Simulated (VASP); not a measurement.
# Rh in VASP: further runs, part 2 of 2

VASP 6.6.1.

### 4 Electric field gradients, LDA (13.20 Å³/atom)

This run uses another cell than the first one, of 13.20 Å³/atom.

The input, INCAR:

```
SYSTEM = Rh
PREC = Accurate
ENCUT = 460
EDIFF = 1E-8
ISMEAR = -1
SIGMA = 0.03
LREAL = .FALSE.
LASPH = .TRUE.
NELM = 120
ALGO = Normal
ISIF = 2
LWAVE = .FALSE.
LCHARG = .FALSE.
LEFG = .TRUE.
NBANDS = 14
GGA_COMPAT = .FALSE.
```

The input, KPOINTS:

```
regular mesh
0
G
  16 16 16
  0 0 0
```

The input, POSCAR:

```
Rh
1.0
    0.0000000000      1.8758502280      1.8758502280
    1.8758502280      0.0000000000      1.8758502280
    1.8758502280      1.8758502280      0.0000000000
Rh
1
Direct
    0.0000000000      0.0000000000      0.0000000000
```

Potentials or basis: VASP PAW LDA potentials, release 64 (Rh_sv_GW).

Launch:

```sh
$ cat potpaw_LDA.64/Rh_sv_GW/POTCAR > POTCAR
$ mpirun -np 1 vasp_std > vasp.out
```

OUTCAR:

```text
SYSTEM = Rh
   PREC = Accurate
   ENCUT = 460
   EDIFF = 1E-8
   ISMEAR = -1
   LREAL = .FALSE.
   LASPH = .TRUE.
   NELM = 120
   ISIF = 2

 ion  position               nearest neighbor table
   1  0.000  0.000  0.000-

  LATTYP: Found a face centered cubic cell.
 ALAT       =     3.7517004560

  Lattice vectors:

 A1 = (   0.0000000000,   1.8758502280,   1.8758502280)
 A2 = (   1.8758502280,   0.0000000000,   1.8758502280)
 A3 = (   1.8758502280,   1.8758502280,   0.0000000000)

Analysis of symmetry for initial positions (statically):
=====================================================================
 Subroutine PRICEL returns:
 Original cell was already a primitive cell.

 Routine SETGRP: Setting up the symmetry group for a
 face centered cubic supercell.

 Subroutine GETGRP returns: Found 48 space group operations
 (whereof 48 operations were pure point group operations)
 out of a pool of 48 trial point group operations.

The static configuration has the point symmetry O_h .

Analysis of symmetry for dynamics (positions and initial velocities):
=====================================================================
 Subroutine PRICEL returns:
 Original cell was already a primitive cell.

 Routine SETGRP: Setting up the symmetry group for a
 face centered cubic supercell.

 Subroutine GETGRP returns: Found 48 space group operations
 (whereof 48 operations were pure point group operations)
 out of a pool of 48 trial point group operations.

The dynamic configuration has the point symmetry O_h .

 Subroutine INISYM returns: Found 48 space group operations
 (whereof 48 operations are pure point group operations),
 and found     1 'primitive' translations

[... 157 lines left out ...]
     10      10.2689      2.00000
     11      27.0145      0.00000
     12      32.5251      0.00000
     13      32.5251      0.00000
     14      32.5251      0.00000
[... 377 lines left out ...]
      1     -67.2451      2.00000
      2     -34.9823      2.00000
      3     -34.9256      2.00000
      4     -34.9075      2.00000
      5       3.4153      2.00000
      6       7.7860      2.00000
      7       8.1569      2.00000
      8       8.2090      2.00000
      9      10.0637      2.00000
     10      10.2939      2.00000
     11      27.6467      0.00000
     12      30.9727      0.00000
     13      32.6542      0.00000
     14      33.4081      0.00000

 [... further k-points ...]
[... 5 lines left out ...]
  --------------------------------------------------------------------------------------
  -------------------------------------------------------------------------------------
  Total       -0.1464085     -0.1464085     -0.1464085      0.0000000     -0.0000000      0.0000000
  in kB      -17.7685641    -17.7685641    -17.7685641      0.0000000     -0.0000000      0.0000000
  external PRESSURE =     -17.7685641 kB  Pullay stress =       0.0000000 kB

 VOLUME and BASIS-vectors are now :
 -----------------------------------------------------------------------------
  energy-cutoff  :      460.00
  volume of cell :       13.20
      direct lattice vectors                 reciprocal lattice vectors
     0.000000000  1.875850228  1.875850228    -0.266545800  0.266545800  0.266545800
     1.875850228  0.000000000  1.875850228     0.266545800 -0.266545800  0.266545800
     1.875850228  1.875850228  0.000000000     0.266545800  0.266545800 -0.266545800

 POSITION                                       TOTAL-FORCE (eV/Angst)
 -----------------------------------------------------------------------------------
      0.00000      0.00000      0.00000         0.000000      0.000000      0.000000
 -----------------------------------------------------------------------------------
    total drift:                                0.000000     -0.000000     -0.000000

  FREE ENERGIE OF THE ION-ELECTRON SYSTEM (eV)
  ---------------------------------------------------
  free  energy   TOTEN  =        -7.8275944511 eV

  energy  without entropy=       -7.8233144358  energy(sigma->0) =       -7.82545444

 Electric field gradients (V/A^2)
---------------------------------------------------------------------
 ion       V_xx      V_yy      V_zz      V_xy      V_xz      V_yz
---------------------------------------------------------------------
   1       0.000     0.000    -0.000    -0.001    -0.001    -0.001
---------------------------------------------------------------------

 Electric field gradients after diagonalization (V/A^2)
 (convention: |V_zz| > |V_xx| > |V_yy|)
----------------------------------------------------------------------
 ion       V_xx      V_yy      V_zz     asymmetry (V_yy - V_xx)/ V_zz
----------------------------------------------------------------------
   1       0.001     0.001    -0.003       0.000
----------------------------------------------------------------------

           NMR quadrupolar parameters

 Cq : quadrupolar parameter    Cq=e*Q*V_zz/h
 eta: asymmetry parameters     (V_yy - V_xx)/ V_zz
 Q  : nuclear electric quadrupole moment in mb (millibarn)
----------------------------------------------------------------------
 ion       Cq(MHz)       eta       Q (mb)
----------------------------------------------------------------------
   1      -0.000       0.000       1.000
----------------------------------------------------------------------
```

stdout:

```text
POSCAR found type information on POSCAR Rh
 POSCAR found :  1 types and       1 ions
 scaLAPACK will be used
 LDA part: xc-table for (Slater(with rela. corr.)+CA(PZ))
 , standard interpolation
 POSCAR, INCAR and KPOINTS ok, starting setup
 FFT: planning ... GRIDC
 FFT: planning ... GRID_SOFT
 FFT: planning ... GRID
 WAVECAR not read
 entering main loop
ion   1
```

It took 25 s on 1 thread of Intel Xeon Platinum 8259CL at 2.50GHz (Skylake/Cascade Lake), shared host; peak memory 0.14 GiB.

Results:

```yaml
Free_energy: -7.8276 eV
Pressure: -1.8 GPa
Band_gap_on_the_k_mesh: zero (an odd number of electrons rules out a gap without spin polarisation)
Largest_electric_field_gradient_by_atom: under 0.05 V/Å² on every atom
```

### 5 Electric field gradients, LDA (equal xx and yy strain of -2 %)

The input, INCAR:

```
PREC     = Accurate       # precision mode
ENCUT    = 460            # plane-wave cutoff, eV
EDIFF    = 1E-8           # SCF threshold, eV
ISMEAR   = -1             # smearing method
SIGMA    = 0.03           # smearing width, eV
LREAL    = F              # projectors in reciprocal space
LASPH    = T              # aspherical terms in the spheres
NELM     = 120            # most SCF steps
ALGO     = Normal         # electronic algorithm
ISIF     = 2              # what is computed and relaxed
LWAVE    = F              # write WAVECAR
LCHARG   = F              # write CHGCAR
LEFG     = T            
NBANDS   = 14             # bands
GGA_COMPAT= F
```

The input, KPOINTS:

```
Automatic mesh
0
Gamma
  16 16 16
```

The input, POSCAR:

```
Rh
1.0
    0.0000000000      1.8635190000      1.9015500000
    1.8635190000      0.0000000000      1.9015500000
    1.8635190000      1.8635190000      0.0000000000
Rh
1
Direct
    0.0000000000      0.0000000000      0.0000000000
```

Potentials or basis: VASP PAW LDA potentials, release 64 (Rh_sv_GW).

Launch:

```sh
$ cat potpaw_LDA.64/Rh_sv_GW/POTCAR > POTCAR
$ mpirun -np 1 vasp_std > vasp.out
```

OUTCAR:

```text
PREC = Accurate
   ENCUT = 460
   EDIFF = 1E-8
   ISMEAR = -1
   LREAL = F
   LASPH = T
   NELM = 120
   ISIF = 2

 ion  position               nearest neighbor table
   1  0.000  0.000  0.000-

  LATTYP: Found a body centered tetragonal cell.
 ALAT       =     2.6354138435
 C/A-ratio  =     1.4430750636

  Lattice vectors:

 A1 = (  -1.8635190000,   0.0000000000,   1.9015500000)
 A2 = (   1.8635190000,   0.0000000000,   1.9015500000)
 A3 = (   0.0000000000,   1.8635190000,  -1.9015500000)

Analysis of symmetry for initial positions (statically):
=====================================================================
 Subroutine PRICEL returns:
 Original cell was already a primitive cell.
[... 591 lines left out ...]
  in kB       -0.3432277     -0.3432277    -55.0279426      0.0000000      0.0000000      0.0000000
  external PRESSURE =     -18.5714660 kB  Pullay stress =       0.0000000 kB

 VOLUME and BASIS-vectors are now :
 -----------------------------------------------------------------------------
  energy-cutoff  :      460.00
  volume of cell :       13.21
      direct lattice vectors                 reciprocal lattice vectors
     0.000000000  1.863519000  1.901550000    -0.268309580  0.268309580  0.262943388
     1.863519000  0.000000000  1.901550000     0.268309580 -0.268309580  0.262943388
     1.863519000  1.863519000  0.000000000     0.268309580  0.268309580 -0.262943388

 POSITION                                       TOTAL-FORCE (eV/Angst)
 -----------------------------------------------------------------------------------
      0.00000      0.00000      0.00000         0.000000      0.000000      0.000000
 -----------------------------------------------------------------------------------
    total drift:                               -0.000000     -0.000000     -0.000000

  FREE ENERGIE OF THE ION-ELECTRON SYSTEM (eV)
  ---------------------------------------------------
  free  energy   TOTEN  =        -7.8245574819 eV

  energy  without entropy=       -7.8203405681  energy(sigma->0) =       -7.82244903

 Electric field gradients (V/A^2)
---------------------------------------------------------------------
 ion       V_xx      V_yy      V_zz      V_xy      V_xz      V_yz
---------------------------------------------------------------------
   1      -0.854    -0.854     1.708     0.000    -0.000    -0.000
---------------------------------------------------------------------

 Electric field gradients after diagonalization (V/A^2)
 (convention: |V_zz| > |V_xx| > |V_yy|)
----------------------------------------------------------------------
 ion       V_xx      V_yy      V_zz     asymmetry (V_yy - V_xx)/ V_zz
----------------------------------------------------------------------
   1      -0.854    -0.853     1.708       0.000
----------------------------------------------------------------------

           NMR quadrupolar parameters

 Cq : quadrupolar parameter    Cq=e*Q*V_zz/h
 eta: asymmetry parameters     (V_yy - V_xx)/ V_zz
 Q  : nuclear electric quadrupole moment in mb (millibarn)
----------------------------------------------------------------------
 ion       Cq(MHz)       eta       Q (mb)
----------------------------------------------------------------------
   1       0.004       0.000       1.000
----------------------------------------------------------------------
```

Wall time 28 s (1 thread of AMD EPYC 9R45 (Zen 5), shared host); peak memory 0.15 GiB.

What came out:

```yaml
Free_energy: -7.8246 eV
Pressure: -1.9 GPa
Band_gap_on_the_k_mesh: zero (an odd number of electrons rules out a gap without spin polarisation)
Largest_electric_field_gradient_by_atom: Rh +1.7 V/Å²
```

Electric field gradients, principal values (V/Å²):
```csv
atom,least,middle,greatest (by size)
1 Rh,-0.853,-0.854,1.708
```

Caveat: the cell differs from its parent crystal (equal xx and yy strain of -2 %); the stress differs along the axes, from -6 to -0 GPa; without QUAD_EFG the Cq values of the log hold for a quadrupole moment of 1 mb, not for the nuclei.

### 6 Overview

| potentials or basis | cell | cutoff (eV) | gap on the mesh (eV) | pressure (GPa) |
| --- | --- | --- | --- | --- |
| VASP PAW LDA potentials, release 64 (Rh_pv) | a = 2.676 Å, angles 60.7°, 1 atom | 520 | none | -10.3 |
| VASP PAW LDA potentials, release 64 (Rh_pv) | a = 2.716 Å, angles 58.7°, 1 atom | 520 | none | -10.0 |
| VASP PAW LDA potentials, release 64 (Rh_sv_GW) | a = 2.653 Å, angles 60.0°, 1 atom | 460 | none | -1.8 |
| VASP PAW LDA potentials, release 64 (Rh_sv_GW) | a = 2.662, b = 2.662, c = 2.635 Å, angles 60.3, 60.3, 59.3°, 1 atom | 460 | none | -1.9 |

Alike in all rows: task electric field gradients; level LDA; no spin polarisation; k mesh 16 × 16 × 16; smearing fermi-dirac 0.03 eV.

Caveats: the cell stands under tension (at least some runs); the stress differs along the axes, from -6 to -0 GPa (at least some runs).

Total energies depend on the potentials used, so only differences within one code and one set of settings carry meaning.
